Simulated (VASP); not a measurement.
Mo, 1 atom in the cell. It takes space group I4/mmm (No. 139, tetragonal). The conventional cell has a = 3.334 Å, b = 3.334 Å, c = 2.813 Å, α = 90.00°, β = 90.00°, γ = 90.00°. Within 3.6 Å of Mo (site symmetry 4/mmm) lie 14 Mo at 2.75 to 3.33 Å.  This cell differs from its parent crystal: strain +e along x and -e along y +0.0000, strain +e along z and -e/2 along x and y -0.1100.

```yaml
Program: VASP 6.6.1
Task: single point
Functional: PBE
Potentials_or_basis: VASP PAW PBE potentials, release 64 (Mo_sv)
Cutoff: 520 eV
k_mesh: 20 × 20 × 20
Occupations: gaussian, width 0.15 eV
Spin: no spin polarisation
Dipole_correction: no
Further_INCAR_settings: ALGO = Normal; EDIFF = 1e-06; NBANDS = 13
```

Potentials or basis: VASP PAW PBE potentials, release 64 (Mo_sv).

Run with:

```sh
$ cat potpaw_PBE.64/Mo_sv/POTCAR > POTCAR
$ mpirun -np 1 vasp_std > vasp.out
```

Hardware: 1 thread of Intel Xeon 8259CL (shared host).

**Question.** Estimate the wall time of this run.

**Answer.** Run time: 67 s on 1 thread of Intel Xeon 8259CL, with other jobs on the host, peak memory 0.23 GiB. Counts: scf iterations 11, k points 641.
